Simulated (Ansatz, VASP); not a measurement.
**One calculation of MgH2, two programs**

```
Mg H
1.0
     6.18681    0.00000    0.00000
     0.00000    6.18681    0.00000
     0.00000    0.00000    4.77645
Mg H
4 8
Cartesian
  2.0942 0.0000 3.5823
  4.0927 0.0000 1.1941
  0.0000 2.0942 0.0000
  0.0000 4.0927 2.3882
  3.0934 0.3500 2.3882
  3.0934 5.8368 0.0000
  1.1924 1.1924 4.1794
  1.1924 4.9945 2.9853
  4.9945 1.1924 0.5971
  4.9945 4.9945 1.7912
  5.8368 3.0934 3.5823
  0.3500 3.0934 1.1941
```

Alike in both runs: task relaxation of cell and atoms; functional PBE; k mesh 4 × 4 × 4; occupations gaussian, width 0.1 eV; no spin polarisation.

|  | VASP | Ansatz |
| --- | --- | --- |
| version | VASP 6.6.1 | Ansatz 0.2.0 |
| potentials or method | VASP PAW PBE potentials, release 64 (Mg, H), cutoff 600 eV | scalar-relativistic, plane waves, PAW |
| valence electrons in the cell | 16 | 48 |

|  | VASP | Ansatz | Ansatz less VASP |
| --- | --- | --- | --- |
| gap on the k mesh at the Fermi level, each at its own relaxed structure (eV) | 5.14 | 5.14 | +0.004 |
| relaxed volume (Å³/atom) | 20.83 | 20.51 | -0.322 |
| relaxed cell length with the largest relative difference (Å) | 6.803 | 6.763 | -0.0394 |

VASP's potentials hold 16 valence electrons a cell and Ansatz's 48, so a difference there can come from the potentials and not from the codes.

Noted on VASP's run: the volume moved by over 15 % at a fixed basis, so the end points are rough.
